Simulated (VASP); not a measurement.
# CoO (Fm-3m) in VASP: settings compared

The runs below take CoO through single point, with PBE, r2SCAN, PBE+U.

All numbers are computed with VASP 6.6.1; they aren't measurements. Logs are shortened: lines on timing, memory, paths and dates and some standing lists are left out, and cuts for length are marked.

## Step 1: The cell of the first run

The structure is cubic, space group Fm-3m (No. 225). Conventional cell: a = 4.263 Å, b = 4.263 Å, c = 4.263 Å, α = 90.00°, β = 90.00°, γ = 90.00°. Within 2.8 Å of Co (site symmetry m-3m) lie 6 O at 2.13 Å. Within 2.8 Å of O (site symmetry m-3m) lie 6 Co at 2.13 Å.

## Step 2: Single point, PBE

INCAR

```
SYSTEM = CoO
PREC = Accurate
ENCUT = 520
EDIFF = 1E-7
ISMEAR = -1
SIGMA = 0.05
LREAL = .FALSE.
LASPH = .TRUE.
NELM = 60
ALGO = Normal
ISIF = 2
LWAVE = .FALSE.
LCHARG = .FALSE.
GGA = PE
NBANDS = 23
```

KPOINTS

```
Automatic mesh
0
G
  5 10 10
  0 0 0
```

POSCAR

```
CoO
1.0
    0.0000000000      4.2630000000      4.2630000000
    2.1315000000      0.0000000000      2.1315000000
    2.1315000000      2.1315000000      0.0000000000
Co O
2 2
Direct
    0.0000000000      0.0000000000      0.0000000000
    0.5000000000      0.0000000000      0.0000000000
    0.2500000000      0.5000000000      0.5000000000
    0.7500000000      0.5000000000      0.5000000000
```

Potentials or basis: VASP PAW PBE potentials, release 64 (Co, O).

Started as:

```
$ cat potpaw_PBE.64/Co/POTCAR potpaw_PBE.64/O/POTCAR > POTCAR
$ mpirun -np 1 vasp_std > vasp.out
```

OUTCAR:

```text
SYSTEM = CoO
   PREC = Accurate
   ENCUT = 520
   EDIFF = 1E-7
   ISMEAR = -1
   LREAL = .FALSE.
   LASPH = .TRUE.
   NELM = 60
   ISIF = 2
   GGA = PE

 ion  position               nearest neighbor table
   1  0.000  0.000  0.000-   4 2.13   3 2.13   4 2.13   3 2.13   4 2.13   3 2.13   2 3.01   2 3.01
                             2 3.01   2 3.01   2 3.01   2 3.01
   2  0.500  0.000  0.000-   3 2.13   3 2.13   4 2.13   3 2.13   4 2.13   4 2.13   1 3.01   1 3.01
                             1 3.01   1 3.01   1 3.01   1 3.01
   3  0.250  0.500  0.500-   1 2.13   1 2.13   2 2.13   1 2.13   2 2.13   2 2.13
   4  0.750  0.500  0.500-   2 2.13   1 2.13   2 2.13   1 2.13   2 2.13   1 2.13

  LATTYP: Found a trigonal (rhomboedric) cell.
 ALAT       =     5.2210873867
 COS(alpha) =     0.8333333333

  Lattice vectors:

 A1 = (   2.1315000000,  -2.1315000000,  -4.2630000000)
 A2 = (   4.2630000000,  -2.1315000000,  -2.1315000000)
 A3 = (   2.1315000000,  -4.2630000000,  -2.1315000000)

Analysis of symmetry for initial positions (statically):
=====================================================================
 Subroutine PRICEL returns following result:

  LATTYP: Found a face centered cubic cell.
 ALAT       =     4.2630000000

  Lattice vectors:

 A1 = (   0.0000000000,   2.1315000000,   2.1315000000)
 A2 = (   2.1315000000,   0.0000000000,   2.1315000000)
 A3 = (   2.1315000000,   2.1315000000,   0.0000000000)

   2 primitive cells build up your supercell.

 Routine SETGRP: Setting up the symmetry group for a
 trigonal (rhombohedral) supercell.

 Subroutine GETGRP returns: Found 12 space group operations
 (whereof 12 operations were pure point group operations)
 out of a pool of 12 trial point group operations.

The static configuration has the point symmetry D_3d.

Analysis of symmetry for dynamics (positions and initial velocities):
=====================================================================
 Subroutine PRICEL returns following result:

  LATTYP: Found a face centered cubic cell.
 ALAT       =     4.2630000000

  Lattice vectors:

 A1 = (   0.0000000000,   2.1315000000,   2.1315000000)
 A2 = (   2.1315000000,   0.0000000000,   2.1315000000)
 A3 = (   2.1315000000,   2.1315000000,   0.0000000000)

   2 primitive cells build up your supercell.

 Routine SETGRP: Setting up the symmetry group for a
 trigonal (rhombohedral) supercell.

 Subroutine GETGRP returns: Found 12 space group operations
 (whereof 12 operations were pure point group operations)
 out of a pool of 12 trial point group operations.

The dynamic configuration has the point symmetry D_3d.

 Subroutine INISYM returns: Found 12 space group operations
 (whereof 12 operations are pure point group operations),
 and found     2 'primitive' translations

----------------------------------------------------------------------------------------

                                     Primitive cell

  volume of cell :      19.3681

  direct lattice vectors                    reciprocal lattice vectors
     0.000000000  2.131500000  2.131500000    -0.234576589  0.234576589  0.234576589
     2.131500000  0.000000000  2.131500000     0.234576589 -0.234576589  0.234576589
     2.131500000  2.131500000  0.000000000     0.234576589  0.234576589 -0.234576589

  length of vectors
     3.014396208  3.014396208  3.014396208     0.406298571  0.406298571  0.406298571

  position of ions in fractional coordinates (direct lattice)
     0.000000000  0.000000000  0.000000000
     0.500000000  0.500000000  0.500000000

  ion indices of the primitive-cell ions
   primitive index   ion index
                 1           1
                 2           3

----------------------------------------------------------------------------------------

 KPOINTS: Automatic mesh

Automatic generation of k-mesh.
 Grid dimensions read from file:
 generate k-points for:    5   10   10

 Generating k-lattice:

  Cartesian coordinates                     Fractional coordinates (reciprocal lattice)
    -0.023457659  0.023457659  0.023457659     0.200000000  0.000000000  0.000000000
     0.023457659 -0.023457659  0.023457659     0.000000000  0.100000000  0.000000000
     0.023457659  0.023457659 -0.023457659     0.000000000  0.000000000  0.100000000

  Length of vectors
     0.040629857  0.040629857  0.040629857

  Shift w.r.t. Gamma in fractional coordinates (k-lattice)
     0.000000000  0.000000000  0.000000000

 -----------------------------------------------------------------------------
|                                                                             |
|           W    W    AA    RRRRR   N    N  II  N    N   GGGG   !!!           |
|           W    W   A  A   R    R  NN   N  II  NN   N  G    G  !!!           |
|           W    W  A    A  R    R  N N  N  II  N N  N  G       !!!           |
|           W WW W  AAAAAA  RRRRR   N  N N  II  N  N N  G  GGG   !            |
|           WW  WW  A    A  R   R   N   NN  II  N   NN  G    G                |
|           W    W  A    A  R    R  N    N  II  N    N   GGGG   !!!           |
|                                                                             |
|     Your reciprocal lattice and k-lattice belong to different lattice       |
|     classes:                                                                |
|                                                                             |
|        The reciprocal lattice is rhombohedral (trigonal),                   |
|        whereas your k-lattice is body-centered cubic.                       |
|                                                                             |
|     Results are often still useful ...                                      |
|                                                                             |
 -----------------------------------------------------------------------------

 Subroutine IBZKPT returns following result:
 ===========================================

 Found     58 irreducible k-points:

 Following reciprocal coordinates:
            Coordinates               Weight
  0.000000  0.000000  0.000000      1.000000
  0.200000  0.000000  0.000000      2.000000
  0.400000  0.000000  0.000000      2.000000
  0.000000  0.100000  0.000000      6.000000
  0.200000  0.100000  0.000000      6.000000
  0.400000  0.100000  0.000000      6.000000
[... 16 lines left out ...]
 -0.200000  0.400000  0.000000      6.000000
  0.000000  0.500000  0.000000      3.000000
 [... further k-points ...]
   k-points           NKPTS =     58   k-points in BZ     NKDIM =     58   number of bands    NBANDS=     23
   number of dos      NEDOS =    301   number of ions     NIONS =      4
   total plane-waves  NPLWV =  27648
   dimension x,y,z NGX =    48 NGY =   24 NGZ =   24
   dimension x,y,z NGXF=    96 NGYF=   48 NGZF=   48
   ions per type =               2   2
   NGX,Y,Z   is equivalent  to a cutoff of  13.24, 13.24, 13.24 a.u.
   NGXF,Y,Z  is equivalent  to a cutoff of  26.47, 26.47, 26.47 a.u.
 SYSTEM =  CoO
   PREC   = accura    normal or accurate (medium, high low for compatibility)
   ISTART =      0    job   : 0-new  1-cont  2-samecut
   ICHARG =      2    charge: 1-file 2-atom 10-const
   ISPIN  =      1    spin polarized calculation?
   LNONCOLLINEAR =      F non collinear calculations
   LSORBIT =      F    spin-orbit coupling
   LASPH  =      T    aspherical Exc in radial PAW
   ENCUT  =  520.0 eV  38.22 Ry    6.18 a.u.  11.21  5.60  5.60*2*pi/ulx,y,z
   NELM   =     60;   NELMIN=  2; NELMDL= -5     # of ELM steps
   EDIFF  = 0.1E-06   stopping-criterion for ELM
   LREAL  =      F    real-space projection
   EDIFFG = 0.1E-05   stopping-criterion for IOM
   NSW    =      0    number of steps for IOM
   IBRION =     -1    ionic relax: 0-MD 1-quasi-New 2-CG
   NFREE  =      0    steps in history (QN), initial steepest desc. (CG)
   ISIF   =      2    stress and relaxation
   ISYM   =      2    0-nonsym 1-usesym 2-fastsym
   POTIM  = 0.5000    time-step for ionic-motion
   TEBEG  =    0.0;   TEEND  =   0.0 temperature during run
   PSTRESS=    0.0 pullay stress
   NELECT =      30.0000    total number of electrons
   NUPDOWN=      -1.0000    fix difference up-down
   EMIN   =  10.00;   EMAX   =-10.00  energy-range for DOS
   EFERMI =   0.00;   METHOD = LEGACY
   ISMEAR =    -1;   SIGMA  =   0.05  broadening in eV -4-tet -1-fermi 0-gaus
   EFERMI_NEDOS =   21; number of points for ismear=-14 and -15
   IALGO  =     38    algorithm
   IMIX   =      4    mixing-type and parameters
     AMIX     =   0.40;   BMIX     =  1.00
     AMIX_MAG =   1.60;   BMIX_MAG =  1.00
  volume/ion in A,a.u.               =       9.68        65.35
  Fermi-wavevector in a.u.,A,eV,Ry     =   1.503407  2.841027 30.752334  2.260233
  Thomas-Fermi vector in A             =   2.614521
   LORBIT       =      0    0 simple, 1 ext, 2 COOP (PROOUT), +10 PAW based schemes
   GGA     = PE    functional components
[... 5 lines left out ...]
 non-spin polarized calculation
  energy-cutoff  :      520.00
  volume of cell :       38.74
 maximum number of plane-waves:      1075
 NGX is ok and might be reduce to    48
   NGX = 23   NGY = 11   NGZ = 11

 number of electron      30.0000016 magnetization

 Free energy of the ion-electron system (eV)
  ---------------------------------------------------
  ext. energy  EPLUGINS =         0.00000000
  ---------------------------------------------------
  free energy    TOTEN  =       -25.16662906 eV

  energy without entropy =      -25.10757300  energy(sigma->0) =      -25.13710103

 E-fermi :   7.6898     XC(G=0): -12.4062

 val. band max:        7.6871025458   @ k =  -0.2000   0.4000   0.0000
 cond. band min:       7.7001697367   @ k =  -0.4000  -0.4000   0.3000
 fundamental gap:      0.0130671909
 Fermi energy:         7.6897641441

 k-point     1 :       0.0000    0.0000    0.0000
  band No.  band energies     occupation
      1     -12.6110      2.00000
      2     -11.4460      2.00000
      3      -0.2043      2.00000
      4       2.3758      2.00000
      5       2.3758      2.00000
      6       4.3821      2.00000
[... 15 lines left out ...]
     22      21.6209      0.00000
     23      21.6209      0.00000

 k-point     2 :       0.2000    0.0000    0.0000
  band No.  band energies     occupation
      1     -12.5133      2.00000
      2     -11.5737      2.00000
      3       0.1282      2.00000
      4       2.5015      2.00000
      5       2.5015      2.00000
      6       3.6679      2.00000
[... 564 lines left out ...]
 k-point    24 :       0.0000    0.5000    0.0000
  band No.  band energies     occupation
      1     -11.4460      2.00000
      2     -11.4109      2.00000
      3      -0.2043      2.00000
      4       0.9172      2.00000
      5       2.3758      2.00000
      6       2.3758      2.00000
[... 15 lines left out ...]
     22      17.5915      0.00000
     23      20.0510      0.00000

 [... further k-points ...]
[... 5 lines left out ...]
  --------------------------------------------------------------------------------------
  -------------------------------------------------------------------------------------
  Total       -4.7098681     -4.7098681     -4.7098681     -0.0000013      0.0000013     -0.0000013
  in kB     -194.8064467   -194.8064467   -194.8064467     -0.0000550      0.0000550     -0.0000550
  external PRESSURE =    -194.8064467 kB  Pullay stress =       0.0000000 kB

 VOLUME and BASIS-vectors are now :
 -----------------------------------------------------------------------------
  energy-cutoff  :      520.00
  volume of cell :       38.74
      direct lattice vectors                 reciprocal lattice vectors
     0.000000000  4.263000000  4.263000000    -0.117288295  0.117288295  0.117288295
     2.131500000  0.000000000  2.131500000     0.234576589 -0.234576589  0.234576589
     2.131500000  2.131500000  0.000000000     0.234576589  0.234576589 -0.234576589

 POSITION                                       TOTAL-FORCE (eV/Angst)
 -----------------------------------------------------------------------------------
      0.00000      0.00000      0.00000         0.000000      0.000000      0.000000
      0.00000      2.13150      2.13150        -0.000000     -0.000000     -0.000000
      2.13150      2.13150      2.13150        -0.000000     -0.000000     -0.000000
      2.13150      4.26300      4.26300         0.000000     -0.000000     -0.000000
 -----------------------------------------------------------------------------------
    total drift:                                0.000000      0.000000      0.000000

  FREE ENERGIE OF THE ION-ELECTRON SYSTEM (eV)
  ---------------------------------------------------
  free  energy   TOTEN  =       -25.1666290624 eV

  energy  without entropy=      -25.1075729981  energy(sigma->0) =      -25.13710103
```

It took 81 s on 1 thread of Intel Xeon 8259CL, shared host; peak memory 0.2 GiB.

What came out:

- Free energy: -25.1666 eV
- Pressure: -19.5 GPa
- Band gap on the k mesh: zero (bands 15 and 16 overlap by 0.55 eV)

Levels at points of the mesh, in eV from the Fermi level:
```csv
k point,band 11,band 12,band 13,band 14,band 15,band 16,band 17,band 18,band 19,band 20
"(0.00, 0.00, 0.00)",-1.36,-0.99,-0.99,-0.49,-0.49,-0.20,1.31,1.56,1.56,5.37
"(0.00, 0.50, 0.00)",-0.49,-0.49,-0.20,-0.20,-0.20,-0.15,1.56,1.56,5.37,6.53
```

Caveat: the cell stands under tension; the run has no spin polarisation, though such a crystal can be magnetic; semilocal functionals often make such compounds metallic where correlation or magnetic order opens a gap, which also shifts bond lengths. With open d or f shells a metallic result of PBE can be an artefact of self-interaction; +U or a hybrid may open a gap.

## Step 3: Single point, r2SCAN

POSCAR is that of step 2.

INCAR.step1

```
SYSTEM = CoO
  PREC = Accurate
  ENCUT = 520
  ISMEAR = -1
  SIGMA = 0.05
  LREAL = .False.
  LASPH = .True.
  NELM = 80
  NBANDS = 23
  GGA = PE
  ALGO = Normal
  EDIFF = 1E-4
  LWAVE = .True.
  LCHARG = .False.
```

INCAR.step2

```
SYSTEM = CoO
  PREC = Accurate
  ENCUT = 520
  EDIFF = 1E-6
  ISMEAR = -1
  SIGMA = 0.05
  LREAL = .False.
  LASPH = .True.
  NELM = 80
  ALGO = Normal
  ISIF = 2
  LWAVE = .False.
  LCHARG = .False.
  METAGGA = R2SCAN
  LMIXTAU = .True.
  NBANDS = 23
  ISTART = 1
```

KPOINTS

```
regular mesh
0
Gamma
  5 10 10
  0 0 0
```

Potentials or basis: VASP PAW PBE potentials, release 64 (Co, O).

Started as:

```
$ cat potpaw_PBE.64/Co/POTCAR potpaw_PBE.64/O/POTCAR > POTCAR
$ cp INCAR.step1 INCAR
$ mpirun -np 1 vasp_std > vasp.out
$ cp INCAR.step2 INCAR
$ mpirun -np 1 vasp_std > vasp.out
```

It took 3.9 min on 1 thread of Intel Xeon 8259CL, shared host; peak memory 0.2 GiB.

Results (log left out):

```yaml
Free_energy: -40.3049 eV
Pressure: -25.5 GPa
Band_gap_on_the_k_mesh: zero (bands 15 and 16 overlap by 1.09 eV)
```

Levels at points of the mesh, in eV from the Fermi level:
```
           k point  band 12  band 13  band 14  band 15  band 16  band 17  band 18  band 19
(0.00, 0.00, 0.00)    -1.18    -1.18    -0.94    -0.94    -0.88     1.49     1.60     1.60
(0.00, 0.50, 0.00)    -0.95    -0.95    -0.88    -0.52    -0.08     1.60     1.60     5.64
```

Caveat: the cell stands under tension; the PAW data sets were made with another functional, which shifts forces and pressure a little; the run has no spin polarisation, though such a crystal can be magnetic; semilocal functionals often make such compounds metallic where correlation or magnetic order opens a gap, which also shifts bond lengths. Spin polarisation is off, so any magnetic state and its effect on volume and gap are missing.

## Step 4: Single point, PBE+U

INCAR

```
SYSTEM = CoO
ALGO = Normal
EDIFF = 1E-6
ENCUT = 520
GGA = PE
ISIF = 2
ISMEAR = -1
LASPH = .TRUE.
LCHARG = .FALSE.
LDAU = .TRUE.
LDAUJ = 0 0
LDAUL = 2 -1
LDAUPRINT = 1
LDAUTYPE = 2
LDAUU = 3.3 0
LMAXMIX = 4
LREAL = .FALSE.
LWAVE = .FALSE.
NBANDS = 23
NELM = 150
PREC = Accurate
SIGMA = 0.05
```

KPOINTS

```
k-points
0
G
  5 10 10
  0 0 0
```

POSCAR is that of step 3.

Started as:

```
$ cat potpaw_PBE.64/Co/POTCAR potpaw_PBE.64/O/POTCAR > POTCAR
$ mpirun -np 1 vasp_std > vasp.out
```

Wall time 77 s (1 thread of Intel Xeon 8259CL, shared host); peak memory 0.2 GiB.

The run converged. Its results:

```yaml
Free_energy: -20.9550 eV
Pressure: -19.7 GPa
Band_gap_on_the_k_mesh: zero (bands 15 and 16 overlap by 1.13 eV)
```

Levels at points of the mesh, in eV from the Fermi level:
| k point | band 12 | band 13 | band 14 | band 15 | band 16 | band 17 | band 18 | band 19 |
| --- | --- | --- | --- | --- | --- | --- | --- | --- |
| (0.00, 0.00, 0.00) | -2.06 | -2.06 | -1.68 | -0.90 | -0.90 | 1.17 | 1.58 | 1.58 |
| (0.00, 0.50, 0.00) | -1.91 | -1.91 | -1.68 | -0.48 | -0.06 | 1.58 | 1.58 | 5.21 |

Eigenvalues of the final occupation matrices:
| site | spin | trace | eigenvalues |
| --- | --- | --- | --- |
| site 1 d | 1 | 3.68 | 0.40 0.40 0.96 0.96 0.96 |
| site 1 d | 2 | 3.68 | 0.40 0.40 0.96 0.96 0.96 |
| site 2 d | 1 | 3.68 | 0.40 0.40 0.96 0.96 0.96 |
| site 2 d | 2 | 3.68 | 0.40 0.40 0.96 0.96 0.96 |

Caveat: the cell stands under tension; the run has no spin polarisation, though such a crystal can be magnetic; U without spin polarisation on a metal has little footing.

[end of part 1 of 2]

The gap in the log of VASP goes by the Fermi energy; the results here count the filled bands.